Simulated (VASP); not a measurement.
# Al2Zn (P-3m1) in VASP: further runs, part 2 of 2

VASP 6.6.1. Earlier steps stand in the parts before.

## (3) Single point, LDA

Input file INCAR:

```
PREC     = Accurate       # precision mode
ENCUT    = 520            # plane-wave cutoff, eV
EDIFF    = 1E-6           # SCF threshold, eV
ISMEAR   = 0              # smearing method
SIGMA    = 0.15           # smearing width, eV
LREAL    = False          # projectors in reciprocal space
LASPH    = True           # aspherical terms in the spheres
NELM     = 100            # most SCF steps
ALGO     = Fast           # electronic algorithm
ISIF     = 2              # what is computed and relaxed
LWAVE    = False          # write WAVECAR
LCHARG   = True           # write CHGCAR
GGA      = CA             # functional
LELF     = True           # ELF
LVHAR    = True         
NBANDS   = 16             # bands
```

Input file KPOINTS:

```
regular mesh
0
Gamma
  18 18 6
```

Input file POSCAR:

```
Al2Zn
1.0
    2.7699462163      0.0000000000      0.0000000000
   -1.3849731081      2.3988437904      0.0000000000
    0.0000000000      0.0000000000      6.8260673938
Al Zn
2 1
Direct
    0.3333333333      0.6666666667      0.3282219152
    0.6666666667      0.3333333333      0.6717780848
    0.0000000000      0.0000000000      0.0000000000
```

Potentials or basis: VASP PAW LDA potentials, release 64 (Al, Zn).

Run with:

```console
> cat potpaw_LDA.64/Al/POTCAR potpaw_LDA.64/Zn/POTCAR > POTCAR
> mpirun -np 1 vasp_std > vasp.out
```

Run time: 4.6 min. Hardware: 1 thread of Oxide Virtual Turin-like, shared host; peak memory 0.22 GiB.

It converged, with:

* Free energy: -10.2060 eV
* Pressure: 0.3 GPa
* Largest force: 0.008 eV/Å
* Band gap on the k mesh: zero (band 9 reaches 9.44 eV, above the bottom of band 10 at 5.62 eV)

Forces on the atoms (eV/Å):
```
Al   0.000  0.000  0.008
Al   0.000  0.000 -0.008
Zn   0.000  0.000  0.000
```

Stress tensor (GPa, compression positive):
```
0.35 0.00 0.00
0.00 0.35 0.00
0.00 0.00 0.21
```

Levels at points of the mesh, in eV from the Fermi level:
```
           k point  band 6  band 7  band 8  band 9  band 10  band 11  band 12  band 13
(0.00, 0.00, 0.00)   -7.53   -7.53   -7.47    0.96     1.74    11.92    11.92    12.21
(0.50, 0.00, 0.00)   -4.97   -4.68   -2.61   -1.78    -1.28    -0.64     6.53     6.57
(0.00, 0.00, 0.50)   -7.53   -7.53   -4.41   -3.66     7.43     8.52    12.24    12.24
(0.50, 0.00, 0.50)   -4.64   -4.23   -3.87   -3.30     1.65     2.16     2.40     2.84
```

## (4) Single point, LDA

Input file INCAR:

```
PREC = Accurate ; ENCUT = 520
EDIFF = 1E-6 ; ISMEAR = 0
SIGMA = 0.15 ; LREAL = False
LASPH = True ; NELM = 60
ALGO = Fast ; ISIF = 2
LWAVE = False ; LCHARG = False
NBANDS = 16
```

Input file KPOINTS:

```
regular mesh
0
Gamma
  18 18 8
```

POSCAR is that of step 3.

Potentials or basis: VASP PAW LDA potentials, release 64 (Al, Zn).

Run with:

```console
> cat potpaw_LDA.64/Al/POTCAR potpaw_LDA.64/Zn/POTCAR > POTCAR
> mpirun -np 1 vasp_std > vasp.out
```

OUTCAR:

```text
PREC = Accurate
   ENCUT = 520
   EDIFF = 1E-6
   ISMEAR = 0
   LREAL = False
   LASPH = True
   NELM = 60
   ISIF = 2

 ion  position               nearest neighbor table
   1  0.333  0.667  0.328-   3 2.75   3 2.75   3 2.75   2 2.84   2 2.84   2 2.84
   2  0.667  0.333  0.672-   3 2.75   3 2.75   3 2.75   1 2.84   1 2.84   1 2.84
   3  0.000  0.000  0.000-   1 2.75   2 2.75   1 2.75   2 2.75   2 2.75   1 2.75

  LATTYP: Found a hexagonal cell.
 ALAT       =     2.7699462163
 C/A-ratio  =     2.4643321064

  Lattice vectors:
[... 649 lines left out ...]

  FORCE on cell =-STRESS in cart. coord.  units (eV):
  Direction    XX          YY          ZZ          XY          YZ          ZX
  --------------------------------------------------------------------------------------
  -------------------------------------------------------------------------------------
  Total        0.1671010      0.1671010     -0.0399113      0.0000000      0.0000000     -0.0000000
  in kB        5.9026312      5.9026312     -1.4098161      0.0000000      0.0000000     -0.0000000
  external PRESSURE =       3.4651488 kB  Pullay stress =       0.0000000 kB

 VOLUME and BASIS-vectors are now :
 -----------------------------------------------------------------------------
  energy-cutoff  :      520.00
  volume of cell :       45.36
      direct lattice vectors                 reciprocal lattice vectors
     2.769946216  0.000000000  0.000000000     0.361017840  0.208433747  0.000000000
    -1.384973108  2.398843790  0.000000000     0.000000000  0.416867494  0.000000000
     0.000000000  0.000000000  6.826067394     0.000000000  0.000000000  0.146497235

 POSITION                                       TOTAL-FORCE (eV/Angst)
 -----------------------------------------------------------------------------------
     -0.00000      1.59923      2.24046        -0.000000      0.000000      0.003736
      1.38497      0.79961      4.58560         0.000000     -0.000000     -0.003736
      0.00000      0.00000      0.00000        -0.000000      0.000000      0.000000
 -----------------------------------------------------------------------------------
    total drift:                               -0.000000      0.000000      0.000000

  FREE ENERGIE OF THE ION-ELECTRON SYSTEM (eV)
  ---------------------------------------------------
  free  energy   TOTEN  =       -10.2052315769 eV

  energy  without entropy=      -10.1922097356  energy(sigma->0) =      -10.19872066
```

OSZICAR:

```text
N       E                     dE             d eps       ncg     rms          rms(c)
DAV:   1     0.557131883155E+02    0.55713E+02   -0.83390E+03  8520   0.124E+03
DAV:   2    -0.857482069650E+01   -0.64288E+02   -0.60805E+02  9312   0.220E+02
DAV:   3    -0.108655988611E+02   -0.22908E+01   -0.22731E+01 11208   0.407E+01
DAV:   4    -0.108877808155E+02   -0.22182E-01   -0.22179E-01  9952   0.382E+00
DAV:   5    -0.108881714363E+02   -0.39062E-03   -0.39062E-03 11232   0.531E-01    0.424E+00
RMM:   6    -0.103102440095E+02    0.57793E+00   -0.20945E+00 10404   0.148E+01    0.422E+00
RMM:   7    -0.102258830700E+02    0.84361E-01   -0.23844E-01 10398   0.632E+00    0.173E+00
RMM:   8    -0.102068816412E+02    0.19001E-01   -0.11712E-02 11017   0.101E+00    0.448E-01
RMM:   9    -0.102052467397E+02    0.16349E-02   -0.17685E-03 11188   0.323E-01    0.111E-01
RMM:  10    -0.102052481513E+02   -0.14116E-05   -0.27470E-04 11123   0.126E-01    0.635E-02
RMM:  11    -0.102052323222E+02    0.15829E-04   -0.69121E-05 10953   0.644E-02    0.110E-02
RMM:  12    -0.102052310705E+02    0.12518E-05   -0.22194E-05 10522   0.379E-02    0.155E-02
RMM:  13    -0.102052315769E+02   -0.50644E-06   -0.56674E-06  9404   0.186E-02
   1 F= -.10205232E+02 E0= -.10198721E+02  d E =-.130218E-01
```

Run time: 6 min. Hardware: 1 thread of Oxide Virtual Turin-like, shared host; peak memory 0.26 GiB.

What came out:

| Item | Value |
| --- | --- |
| Free energy | -10.2052 eV |
| Pressure | 0.3 GPa |
| Largest force | 0.004 eV/Å |
| Band gap on the k mesh | zero (band 9 reaches 9.44 eV, above the bottom of band 10 at 5.62 eV) |

Forces in eV/Å, atoms in the order of the input:
```
Al   0.000  0.000  0.004
Al   0.000  0.000 -0.004
Zn   0.000  0.000  0.000
```

Stress tensor (GPa, compression positive):
```
 0.59  0.00  0.00
 0.00  0.59  0.00
 0.00  0.00 -0.14
```

Levels at points of the mesh, in eV from the Fermi level:
| k point | band 6 | band 7 | band 8 | band 9 | band 10 | band 11 | band 12 | band 13 |
| --- | --- | --- | --- | --- | --- | --- | --- | --- |
| (0.00, 0.00, 0.00) | -7.53 | -7.53 | -7.47 | 0.96 | 1.74 | 11.92 | 11.92 | 12.20 |
| (0.50, 0.00, 0.00) | -4.98 | -4.68 | -2.62 | -1.78 | -1.28 | -0.64 | 6.53 | 6.57 |
| (0.00, 0.00, 0.50) | -7.53 | -7.53 | -4.42 | -3.67 | 7.43 | 8.51 | 12.23 | 12.23 |
| (0.50, 0.00, 0.50) | -4.64 | -4.24 | -3.87 | -3.30 | 1.65 | 2.16 | 2.39 | 2.84 |

## (5) Relaxation of cell and atoms, LDA

This run uses another cell than the first one, of 15.45 Å³/atom, 1.022 times its volume.

Input file INCAR:

```
SYSTEM = Al2Zn
PREC     = Accurate       ! precision mode
ENCUT    = 600            ! plane-wave cutoff, eV
EDIFF    = 1E-6           ! SCF threshold, eV
ISMEAR   = 0              ! smearing method
SIGMA    = 0.1            ! smearing width, eV
LREAL    = .FALSE.        ! projectors in reciprocal space
LASPH    = .TRUE.         ! aspherical terms in the spheres
NELM     = 60             ! most SCF steps
ALGO     = Fast           ! electronic algorithm
ISIF     = 3              ! what is computed and relaxed
LWAVE    = .FALSE.        ! write WAVECAR
LCHARG   = .FALSE.        ! write CHGCAR
GGA      = CA             ! functional
IBRION   = 2              ! ionic algorithm
NSW      = 100            ! ionic steps
EDIFFG   = -0.005         ! ionic threshold
```

Input file KPOINTS:

```
regular mesh
0
G
  18 18 6
  0 0 0
```

Input file POSCAR:

```
Al2Zn
1.0
    2.8013130618      0.0000000000      0.0000000000
   -1.4006565309      2.4260082755      0.0000000000
    0.0000000000      0.0000000000      6.8219363100
Al Zn
2 1
Direct
    0.3333333300      0.6666666700      0.3315122500
    0.6666666700      0.3333333300      0.6684877500
    0.0000000000      0.0000000000      0.0000000000
```

Run with:

```console
> cat potpaw_LDA.64/Al/POTCAR potpaw_LDA.64/Zn/POTCAR > POTCAR
> mpirun -np 1 vasp_std > vasp.out
```

It took 23 min on 1 thread of Oxide Virtual Turin-like, shared host; peak memory 0.26 GiB.

Results (log left out):

- Free energy: -10.2030 eV
- Relaxed volume: 15.15 Å³/atom
- Relaxed cell: a = 2.771 Å, b = 2.771 Å, c = 6.836 Å, α = 90.00°, β = 90.00°, γ = 120.00°
- Space group after relaxing (to 0.05 Å): P-3m1 (No. 164)
- Energy gained by relaxing: 3.0 meV/atom
- Ionic steps: 20
- Pressure after relaxing: 0.0 GPa
- Band gap on the k mesh: zero (band 9 reaches 9.41 eV, above the bottom of band 10 at 5.60 eV)

The path:
```csv
step,energy change (eV),largest force (eV/Å),pressure (GPa),volume (Å³)
1,0.0000,0.1667,-1.69,46.36
2,-0.0071,0.1051,0.36,45.27
3,-0.0072,0.1076,0.31,45.32
4,-0.0071,0.1090,0.24,45.34
5,-0.0082,0.0607,-0.01,45.40
6,-0.0087,0.0134,-0.11,45.46
7,-0.0087,0.0030,-0.11,45.47
8,-0.0087,0.0040,0.14,45.39
9,-0.0087,0.0002,0.11,45.44
10,-0.0087,0.0011,-0.05,45.45
11,-0.0087,0.0005,0.00,45.44
12,-0.0087,0.0003,0.06,45.44
13,-0.0087,0.0003,0.00,45.44
14,-0.0087,0.0003,-0.01,45.44
15,-0.0088,0.0004,0.06,45.45
16,-0.0088,0.0009,0.09,45.45
17,-0.0089,0.0016,-0.08,45.46
18,-0.0089,0.0010,-0.06,45.46
19,-0.0089,0.0014,0.06,45.46
20,-0.0089,0.0013,0.04,45.46
```

Final structure:
```
Al Zn
1.0
     2.77113    0.00000    0.00000
    -1.38556    2.39987    0.00000
     0.00000    0.00000    6.83574
Al Zn
2 1
Cartesian
  0.0000 1.5999 2.2449
  1.3856 0.8000 4.5908
  0.0000 0.0000 0.0000
```

Levels at points of the mesh, in eV from the Fermi level:
| k point | band 5 | band 6 | band 7 | band 8 | band 9 | band 10 | band 11 | band 12 | band 13 |
| --- | --- | --- | --- | --- | --- | --- | --- | --- | --- |
| (0.00, 0.00, 0.00) | -7.86 | -7.52 | -7.52 | -7.46 | 0.95 | 1.72 | 11.92 | 11.92 | 12.20 |
| (0.50, 0.00, 0.00) | -7.24 | -4.96 | -4.67 | -2.61 | -1.77 | -1.28 | -0.64 | 6.53 | 6.55 |
| (0.00, 0.00, 0.50) | -7.86 | -7.52 | -7.52 | -4.41 | -3.67 | 7.41 | 8.48 | 12.23 | 12.23 |
| (0.50, 0.00, 0.50) | -7.24 | -4.63 | -4.23 | -3.85 | -3.29 | 1.65 | 2.15 | 2.39 | 2.83 |

## (6) The runs side by side

| task | cell | k mesh | cutoff (eV) | smearing | gap on the mesh (eV) | pressure (GPa) | largest force (eV/Å) |
| --- | --- | --- | --- | --- | --- | --- | --- |
| single point | a = 2.770, b = 2.770, c = 6.826 Å, angles 90.0, 90.0, 120.0°, 3 atoms | 18 × 18 × 6 | 520 | gaussian 0.1 eV | none | 0.3 | 0.01 |
| single point | a = 2.770, b = 2.770, c = 6.826 Å, angles 90.0, 90.0, 120.0°, 3 atoms | 18 × 18 × 6 | 520 | gaussian 0.15 eV | none | 0.3 | 0.01 |
| single point | a = 2.770, b = 2.770, c = 6.826 Å, angles 90.0, 90.0, 120.0°, 3 atoms | 18 × 18 × 8 | 520 | gaussian 0.15 eV | none | 0.3 | - |
| relaxation of cell and atoms | relaxed from a = 2.801, b = 2.801, c = 6.822 Å, angles 90.0, 90.0, 120.0°, 3 atoms | 18 × 18 × 6 | 600 | gaussian 0.1 eV | none | 0.0 | - |

Alike in all rows: level LDA; potentials or basis VASP PAW LDA potentials, release 64 (Al, Zn); no spin polarisation.

Every run on the cell as given and a fine mesh finds a metal.

Absolute energies hang on the potentials; compare differences alone.
